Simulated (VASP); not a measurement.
Runs of VASP 6.6.1 on SiO2. The structure is that of space group P6_3/mmc (No. 194), or close to it. The cells are those of the table. 

| task | cell | cutoff (eV) | smearing | gap on the mesh (eV) | pressure (GPa) |
| --- | --- | --- | --- | --- | --- |
| relaxation of shape and atoms at fixed volume | relaxed from a = 5.056, b = 5.056, c = 8.252 Å, angles 90.0, 90.0, 120.0°, 12 atoms | 600 | gaussian 0.02 eV | 5.66 | 23.7 |
| single point | a = 5.380, b = 5.380, c = 8.781 Å, angles 90.0, 90.0, 120.0°, 12 atoms | 520 | gaussian 0.02 eV | 5.03 | (a) |
| single point | a = 5.446, b = 5.446, c = 8.890 Å, angles 90.0, 90.0, 120.0°, 12 atoms | 520 | gaussian 0.02 eV | 4.72 | (b) |
| relaxation of cell and atoms | relaxed from a = 5.052, b = 5.052, c = 8.270 Å, angles 90.0, 90.0, 120.0°, 12 atoms | 600 | gaussian 0.1 eV | 5.37 | 0.2 |

Alike in all rows: level PBE; potentials or basis VASP PAW PBE potentials, release 64 (Si, O); no spin polarisation; k mesh 6 × 6 × 4.

Question: Fill in the values left out.

Answer: (a) -7.5; (b) -11.4.

Caveats: the relaxation stopped at its first step, so nothing moved (some runs).

A k mesh can miss the band edges.
